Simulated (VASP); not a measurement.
Input of a VASP 6.6.1 run:

The input POSCAR:

```
TiSe
1.0
    4.1783570000      0.0000000000      0.0000000000
    0.0000000000      4.1783570000      0.0000000000
    0.0000000000      0.0000000000      5.9844230000
Ti Se
2 2
Direct
    0.5000000000      0.5000000000      0.0000000000
    0.0000000000      0.0000000000      0.0000000000
    0.5000000000      0.0000000000      0.2394440000
    0.0000000000      0.5000000000      0.7605560000
```

File INCAR.step1:

```
  PREC = Accurate
  ENCUT = 600
  ISMEAR = -1
  SIGMA = 0.05
  LREAL = False
  LASPH = True
  NELM = 100
  GGA = PE
  ALGO = Normal
  EDIFF = 1E-4
  LWAVE = True
  LCHARG = False
```

The input INCAR.step2:

```
  PREC = Accurate
  ENCUT = 600
  EDIFF = 1E-6
  ISMEAR = -1
  SIGMA = 0.05
  LREAL = False
  LASPH = True
  NELM = 100
  ALGO = Normal
  ISIF = 3
  LWAVE = False
  LCHARG = False
  METAGGA = R2SCAN
  LMIXTAU = True
  IBRION = 2
  NSW = 80
  EDIFFG = -0.02
  ISTART = 1
```

Contents of KPOINTS:

```
Automatic mesh
0
Gamma
  6 6 4
```

Potentials or basis: VASP PAW PBE potentials, release 64 (Ti_sv, Se).

Run with:

```bash
$ cat potpaw_PBE.64/Ti_sv/POTCAR potpaw_PBE.64/Se/POTCAR > POTCAR
$ cp INCAR.step1 INCAR
$ mpirun -np 1 vasp_std > vasp.out
$ cp INCAR.step2 INCAR
$ mpirun -np 1 vasp_std > vasp.out
```

Task: What does it give for the relaxed volume?

Result: 24.63 Å³/atom.

Task: Predict the space group after relaxing (to 0.05 Å).

Result: P4/nmm (No. 129).

Task: Predict the band gap on the k mesh.

Result: Zero (band 18 reaches 5.48 eV, above the bottom of band 19 at 3.97 eV).

Task: What does it give for the relaxed cell?

Result: a = 4.166 Å, b = 4.166 Å, c = 5.678 Å, α = 90.00°, β = 90.00°, γ = 90.00°.

The path:
| step | energy change (eV) | largest force (eV/Å) | pressure (GPa) | volume (Å³) |
| --- | --- | --- | --- | --- |
| 1 | 0.0000 | 0.1050 | -0.97 | 104.48 |
| 2 | -0.0003 | 0.2180 | 0.89 | 102.11 |
| 3 | -0.0040 | 0.0575 | -0.04 | 103.27 |
| 4 | -0.0045 | 0.0560 | -0.05 | 103.10 |
| 5 | -0.0058 | 0.0516 | -0.04 | 102.61 |
| 6 | -0.0082 | 0.0434 | -0.02 | 101.63 |
| 7 | -0.0115 | 0.0303 | 0.05 | 99.67 |
| 8 | -0.0091 | 0.0047 | 0.39 | 95.74 |
| 9 | -0.0122 | 0.0348 | 0.21 | 98.42 |
| 10 | -0.0098 | 0.1316 | -0.78 | 99.02 |
| 11 | -0.0124 | 0.0014 | -0.01 | 98.53 |

Caveat: the PAW data sets were made with another functional, which shifts forces and pressure a little.
